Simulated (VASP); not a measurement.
# Cd2S (P3m1) in VASP: a series of runs

The runs below take Cd2S through single point, with PBE-based global hybrid with 15 % exact exchange, r2SCAN-based global hybrid with 50 % exact exchange.

All numbers are computed with VASP 6.6.1; they aren't measurements. Logs are shortened: lines on timing, memory, paths and dates and some standing lists are left out, and cuts for length are marked.

## (1) The cell of the first run

Symmetry: P3m1, No. 156, trigonal system. Conventional cell: a = 3.963 Å, b = 3.963 Å, c = 5.809 Å, α = 90.00°, β = 90.00°, γ = 120.00°. Within 3.3 Å of Cd (site symmetry 3m) lie 2 S at 2.52 to 3.29 Å and 3 Cd at 3.08 Å. Within 3.4 Å of Cd (site symmetry 3m) lie 3 S at 2.60 Å and 3 Cd at 3.08 Å. S (site symmetry 3m) has 5 Cd at 2.52 to 3.29 Å within 3.3 Å.

## (2) Single point, PBE-based global hybrid with 15 % exact exchange

Input file POSCAR:

```
Cd2S
1.0
    3.9626700490      0.0000000000      0.0000000000
   -1.9813350245      3.4317729293      0.0000000000
    0.0000000000      0.0000000000      5.8091920000
Cd S
2 1
Direct
    0.3333333333      0.6666666667      0.9327170000
    0.6666666667      0.3333333333      0.5787350000
    0.3333333333      0.6666666667      0.3657050000
```

Input file INCAR.step1:

```
ALGO = Normal ; EDIFF = 1E-5
ENCUT = 520 ; GGA = PE
ISIF = 2 ; ISMEAR = -1
LASPH = T ; LREAL = F
LWAVE = T ; NBANDS = 22
NELM = 100 ; PREC = Accurate
SIGMA = 0.05
```

Input file INCAR.step2:

```
AEXX = 0.15 ; ALGO = Normal
EDIFF = 1E-6 ; ENCUT = 520
GGA = PE ; ISIF = 2
ISMEAR = -1 ; ISTART = 1
LASPH = T ; LCHARG = T
LELF = T ; LHFCALC = T
LREAL = F ; LVHAR = T
LWAVE = F ; NBANDS = 22
NELM = 100 ; PREC = Accurate
PRECFOCK = Normal ; SIGMA = 0.05
```

Input file KPOINTS:

```
k-points
0
Gamma
  5 5 3
```

Potentials or basis: VASP PAW PBE potentials, release 64 (Cd, S).

Command:

```bash
$ cat potpaw_PBE.64/Cd/POTCAR potpaw_PBE.64/S/POTCAR > POTCAR
$ cp INCAR.step1 INCAR
$ mpirun -np 1 vasp_std > vasp.out
$ cp INCAR.step2 INCAR
$ mpirun -np 1 vasp_std > vasp.out
```

OUTCAR:

```text
AEXX = 0.15
   EDIFF = 1E-6
   ENCUT = 520
   GGA = PE
   ISIF = 2
   ISMEAR = -1
   ISTART = 1
   LASPH = T
   LHFCALC = T
   LREAL = F
   NELM = 100
   PREC = Accurate
   PRECFOCK = Normal

 ion  position               nearest neighbor table
   1  0.333  0.667  0.933-   3 2.52   2 3.08   2 3.08   2 3.08
   2  0.667  0.333  0.579-   3 2.60   3 2.60   3 2.60   1 3.08   1 3.08   1 3.08
   3  0.333  0.667  0.366-   1 2.52   2 2.60   2 2.60   2 2.60

  LATTYP: Found a hexagonal cell.
 ALAT       =     3.9626700490
 C/A-ratio  =     1.4659792332

  Lattice vectors:

 A1 = (   3.9626700490,   0.0000000000,   0.0000000000)
 A2 = (  -1.9813350245,   3.4317729293,   0.0000000000)
 A3 = (   0.0000000000,   0.0000000000,   5.8091920000)

Analysis of symmetry for initial positions (statically):
=====================================================================
 Subroutine PRICEL returns:
 Original cell was already a primitive cell.

 Routine SETGRP: Setting up the symmetry group for a
 hexagonal supercell.

 Subroutine GETGRP returns: Found  6 space group operations
 (whereof  6 operations were pure point group operations)
 out of a pool of 24 trial point group operations.

The static configuration has the point symmetry C_3v.

Analysis of symmetry for dynamics (positions and initial velocities):
=====================================================================
 Subroutine PRICEL returns:
 Original cell was already a primitive cell.

 Routine SETGRP: Setting up the symmetry group for a
 hexagonal supercell.

 Subroutine GETGRP returns: Found  6 space group operations
 (whereof  6 operations were pure point group operations)
 out of a pool of 24 trial point group operations.

The dynamic configuration has the point symmetry C_3v.

 Subroutine INISYM returns: Found  6 space group operations
 (whereof  6 operations are pure point group operations),
 and found     1 'primitive' translations

----------------------------------------------------------------------------------------

                                     Primitive cell

  volume of cell :      78.9991

  direct lattice vectors                    reciprocal lattice vectors
[... 76 lines left out ...]
   EDIFF  = 0.1E-05   stopping-criterion for ELM
   LREAL  =      F    real-space projection
   EDIFFG = 0.1E-04   stopping-criterion for IOM
   NSW    =      0    number of steps for IOM
   IBRION =     -1    ionic relax: 0-MD 1-quasi-New 2-CG
   NFREE  =      0    steps in history (QN), initial steepest desc. (CG)
   ISIF   =      2    stress and relaxation
   ISYM   =      3    0-nonsym 1-usesym 2-fastsym
   POTIM  = 0.5000    time-step for ionic-motion
   TEBEG  =    0.0;   TEEND  =   0.0 temperature during run
   PSTRESS=    0.0 pullay stress
   NELECT =      30.0000    total number of electrons
   NUPDOWN=      -1.0000    fix difference up-down
   EMIN   =  10.00;   EMAX   =-10.00  energy-range for DOS
   EFERMI =   0.00;   METHOD = LEGACY
   ISMEAR =    -1;   SIGMA  =   0.05  broadening in eV -4-tet -1-fermi 0-gaus
   EFERMI_NEDOS =   21; number of points for ismear=-14 and -15
   IALGO  =     38    algorithm
   IMIX   =      1    mixing-type and parameters
     AMIX     =   0.40;   BMIX     =  1.00
     AMIX_MAG =   1.60;   BMIX_MAG =  1.00
  volume/ion in A,a.u.               =      26.33       177.70
  Fermi-wavevector in a.u.,A,eV,Ry     =   1.185517  2.240303 19.122322  1.405451
  Thomas-Fermi vector in A             =   2.321709
   LORBIT       =      0    0 simple, 1 ext, 2 COOP (PROOUT), +10 PAW based schemes
   GGA     = PE    functional components
   LHFCALC =     T    Hartree Fock is set to
   PRECFOCK=normal    Normal, Fast or Accurate (Low or Medium for compatibility)
   ENCUT4O =  -1.0   cutoff for four orbital integrals eV
   NKREDX  =     1    reduce k-point grid by
   NKREDY  =     1    reduce k-point grid by
   NKREDZ  =     1    reduce k-point grid by
   AEXX    =    0.1500 exact exchange contribution
   HFSCREEN=    0.0000 screening length (either q_TF or 0.3 A-1)
   HFSCREENC=   0.0000 screening length for correlation (either q_TF or 0.3 A-1)
   ENCUTFOCK=  -1.0 apply spherical cutoff to Coloumb kernel
   IVDW    =     0    specifies the selected vdW correction
   LEPSILON=     F    determine dielectric tensor
   LRPA    =     F    only Hartree local field effects (RPA)
 non-spin polarized calculation
  energy-cutoff  :      520.00
  volume of cell :       79.00
 maximum number of plane-waves:      2151
 NGX is ok and might be reduce to    30
  NGX = 24; NGY = 24; NGZ = 36

 number of electron      29.9999999 magnetization

 Free energy of the ion-electron system (eV)
  ---------------------------------------------------
  ext. energy  EPLUGINS =         0.00000000
  ---------------------------------------------------
  free energy    TOTEN  =        -7.48814059 eV

  energy without entropy =       -7.48814056  energy(sigma->0) =       -7.48814058

 E-fermi :   1.5179     XC(G=0):  -8.1287

 val. band max:        0.6884775980   @ k =   0.4000   0.2000   0.3333
 cond. band min:       2.3131798274   @ k =   0.4000   0.2000   0.0000
 fundamental gap:      1.6247022294
 Fermi energy:         1.5179416304

 k-point     1 :       0.0000    0.0000    0.0000
  band No.  band energies     occupation
      1     -12.6397      2.00000
      2      -8.3552      2.00000
      3      -8.3552      2.00000
      4      -8.2535      2.00000
      5      -8.2535      2.00000
      6      -8.1723      2.00000
[... 289 lines left out ...]
     21      10.1978      0.00000
     22      11.0778      0.00000

------------------------ aborting loop because EDIFF is reached ----------------------------------------

  FORCE on cell =-STRESS in cart. coord.  units (eV):
  Direction    XX          YY          ZZ          XY          YZ          ZX
  --------------------------------------------------------------------------------------
  -------------------------------------------------------------------------------------
  Total       -0.4107371     -0.4107371     -0.5685171      0.0000000      0.0000000      0.0000000
  in kB       -8.3301405     -8.3301405    -11.5300697      0.0000000      0.0000000      0.0000000
  external PRESSURE =      -9.3967836 kB  Pullay stress =       0.0000000 kB

 VOLUME and BASIS-vectors are now :
 -----------------------------------------------------------------------------
  energy-cutoff  :      520.00
  volume of cell :       79.00
      direct lattice vectors                 reciprocal lattice vectors
     3.962670049  0.000000000  0.000000000     0.252355101  0.145697285  0.000000000
    -1.981335025  3.431772929  0.000000000     0.000000000  0.291394571  0.000000000
     0.000000000  0.000000000  5.809192000     0.000000000  0.000000000  0.172140979

 POSITION                                       TOTAL-FORCE (eV/Angst)
 -----------------------------------------------------------------------------------
     -0.00000      2.28785      5.41833         0.000000     -0.000000      0.100879
      1.98134      1.14392      3.36198        -0.000000      0.000000     -0.139249
     -0.00000      2.28785      2.12445         0.000000      0.000000      0.038371
 -----------------------------------------------------------------------------------
    total drift:                               -0.000001      0.000000     -0.000697

  FREE ENERGIE OF THE ION-ELECTRON SYSTEM (eV)
  ---------------------------------------------------
  free  energy   TOTEN  =        -7.4881405933 eV

  energy  without entropy=       -7.4881405582  energy(sigma->0) =       -7.48814058
```

OUTCAR.step1:

```text
EDIFF = 1E-5
   ENCUT = 520
   GGA = PE
   ISIF = 2
[... 512 lines left out ...]
     -0.00000      2.28785      5.41833        -0.000000      0.000000      0.010216
      1.98134      1.14392      3.36198         0.000000     -0.000000     -0.020534
     -0.00000      2.28785      2.12445        -0.000000     -0.000000      0.010318
 -----------------------------------------------------------------------------------
    total drift:                                0.000000     -0.000000     -0.000129

  FREE ENERGIE OF THE ION-ELECTRON SYSTEM (eV)
  ---------------------------------------------------
  free  energy   TOTEN  =        -6.2492804839 eV

  energy  without entropy=       -6.2492778749  energy(sigma->0) =       -6.24927918
```

OSZICAR.step1:

```text
N       E                     dE             d eps       ncg     rms          rms(c)
DAV:   1     0.206230683862E+03    0.20623E+03   -0.14975E+04   528   0.127E+03
DAV:   2     0.202754735184E+01   -0.20420E+03   -0.19548E+03   588   0.324E+02
DAV:   3    -0.697382851722E+01   -0.90014E+01   -0.89516E+01   630   0.700E+01
DAV:   4    -0.704451819175E+01   -0.70690E-01   -0.70678E-01   588   0.587E+00
DAV:   5    -0.704544003545E+01   -0.92184E-03   -0.92184E-03   648   0.648E-01    0.820E+00
DAV:   6    -0.625921237685E+01    0.78623E+00   -0.16681E+00   670   0.119E+01    0.618E+00
DAV:   7    -0.625477136165E+01    0.44410E-02   -0.43873E-01   630   0.401E+00    0.295E+00
DAV:   8    -0.625159051443E+01    0.31808E-02   -0.60133E-02   582   0.222E+00    0.329E-01
DAV:   9    -0.624917470957E+01    0.24158E-02   -0.16185E-02   648   0.118E+00    0.194E-01
DAV:  10    -0.624922509221E+01   -0.50383E-04   -0.11863E-03   612   0.296E-01    0.120E-01
DAV:  11    -0.624928954766E+01   -0.64455E-04   -0.27976E-04   600   0.110E-01    0.411E-02
DAV:  12    -0.624927936326E+01    0.10184E-04   -0.42995E-05   600   0.489E-02    0.171E-02
DAV:  13    -0.624928048389E+01   -0.11206E-05   -0.76083E-06   324   0.248E-02
   1 F= -.62492805E+01 E0= -.62492792E+01  d E =-.260904E-05
```

Run time: 40 min. Hardware: 1 thread of Oxide Virtual Turin-like, shared host; peak memory 0.2 GiB.

What came out:

* Free energy: -7.4881 eV
* Pressure: -0.9 GPa
* Largest force: 0.139 eV/Å
* Band gap on the k mesh: 1.62 eV (least direct gap 1.93 eV)

Forces on the atoms (eV/Å):
```
Cd   0.000  0.000  0.101
Cd   0.000  0.000 -0.139
S    0.000  0.000  0.038
```

Stress tensor (GPa, compression positive):
```
-0.83  0.00  0.00
 0.00 -0.83  0.00
 0.00  0.00 -1.15
```

Levels at points of the mesh, in eV from the valence-band top:
| k point | band 12 | band 13 | band 14 | band 15 | band 16 | band 17 | band 18 | band 19 |
| --- | --- | --- | --- | --- | --- | --- | --- | --- |
| (0.00, 0.00, 0.00) | -4.51 | -3.70 | -0.64 | -0.64 | 4.40 | 6.24 | 8.07 | 8.07 |

Caveat: the PAW data sets were made with another functional, which shifts forces and pressure a little; an odd mesh through Γ misses points on the zone boundary, where band edges can lie.

## (3) Single point, r2SCAN-based global hybrid with 50 % exact exchange

POSCAR is that of step 2.

Input file INCAR.step1:

```
SYSTEM = Cd2S
PREC     = Accurate       ! precision mode
ENCUT    = 520            ! plane-wave cutoff, eV
EDIFF    = 1E-5           ! SCF threshold, eV
ISMEAR   = -1             ! smearing method
SIGMA    = 0.05           ! smearing width, eV
LREAL    = .False.        ! projectors in reciprocal space
LASPH    = .True.         ! aspherical terms in the spheres
NELM     = 100            ! most SCF steps
ALGO     = Normal         ! electronic algorithm
ISIF     = 2              ! what is computed and relaxed
LWAVE    = .True.         ! write WAVECAR
GGA      = PE             ! functional
NBANDS   = 22             ! bands
```

Input file INCAR.step2:

```
SYSTEM = Cd2S
PREC     = Accurate       ! precision mode
ENCUT    = 520            ! plane-wave cutoff, eV
EDIFF    = 1E-6           ! SCF threshold, eV
ISMEAR   = -1             ! smearing method
SIGMA    = 0.05           ! smearing width, eV
LREAL    = .False.        ! projectors in reciprocal space
LASPH    = .True.         ! aspherical terms in the spheres
NELM     = 100            ! most SCF steps
ALGO     = Normal         ! electronic algorithm
ISIF     = 2              ! what is computed and relaxed
LWAVE    = .False.        ! write WAVECAR
LCHARG   = .True.         ! write CHGCAR
METAGGA  = R2SCAN         ! meta-GGA
LHFCALC  = .True.         ! exact exchange
AEXX     = 0.5            ! exact-exchange fraction
LMIXTAU  = .True.       
PRECFOCK = Normal       
LELF     = .True.         ! ELF
LVHAR    = .True.       
ISTART   = 1            
NBANDS   = 22             ! bands
```

Input file KPOINTS:

```
Automatic mesh
0
Gamma
  5 5 3
  0 0 0
```

Potentials or basis: VASP PAW PBE potentials, release 64 (Cd, S).

Command:

```bash
$ cat potpaw_PBE.64/Cd/POTCAR potpaw_PBE.64/S/POTCAR > POTCAR
$ cp INCAR.step1 INCAR
$ mpirun -np 1 vasp_std > vasp.out
$ cp INCAR.step2 INCAR
$ mpirun -np 1 vasp_std > vasp.out
```

Run time: 61 min. Hardware: 1 thread of Oxide Virtual Turin-like, shared host; peak memory 0.21 GiB.

It converged, with:

* Free energy: -32.3380 eV
* Pressure: -2.7 GPa
* Largest force: 0.359 eV/Å
* Band gap on the k mesh: 2.69 eV

Forces in eV/Å, atoms in the order of the input:
```
Cd   0.000  0.000  0.288
Cd   0.000  0.000 -0.359
S    0.000  0.000  0.071
```

Stress tensor (GPa, compression positive):
```
-2.58  0.00  0.00
 0.00 -2.58  0.00
 0.00  0.00 -3.03
```

Levels at points of the mesh, in eV from the valence-band top:
```
           k point  band 12  band 13  band 14  band 15  band 16  band 17  band 18  band 19
(0.00, 0.00, 0.00)    -5.48    -4.56    -1.32    -1.32     6.46     8.26    10.26    10.26
```

Caveat: the PAW data sets were made with another functional, which shifts forces and pressure a little; an odd mesh through Γ misses points on the zone boundary, where band edges can lie.
